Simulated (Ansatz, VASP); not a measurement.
**Zr: VASP beside Ansatz**

```xyz
2
Lattice="3.1350 0.0000 0.0000 -1.5675 2.7150 0.0000 0.0000 0.0000 5.1470" Properties=species:S:1:pos:R:3 pbc="T T T"
Zr    0.0000    1.8100    1.2868
Zr    1.5675    0.9050    3.8603
```

Change from the starting cell: strain -0.030 along x and y, +0.000 along z, atoms carried along.

Alike in both runs: task single point; functional PBEsol; k mesh 18 × 18 × 10; occupations gaussian, width 0.15 eV; no spin polarisation.

|  | VASP | Ansatz |
| --- | --- | --- |
| version | VASP 6.6.1 | Ansatz 0.2.0 |
| potentials or method | VASP PAW PBE potentials, release 64 (Zr_sv), cutoff 520 eV | scalar-relativistic, plane waves, PAW |
| valence electrons in the cell | 24 | 24 |

|  | VASP | Ansatz | Ansatz less VASP |
| --- | --- | --- | --- |
| gap on the k mesh at the Fermi level (eV) | none | none | - |
| pressure (GPa) | 2.4 | 2.4 | -0.04 |
| traceless stress, the component that is largest in VASP (GPa) | -1.08 | -1.07 | +0.010 |

VASP's potentials were made for PBE, not for PBEsol. A gap of «none» marks a metal or a gap that the smearing closes.
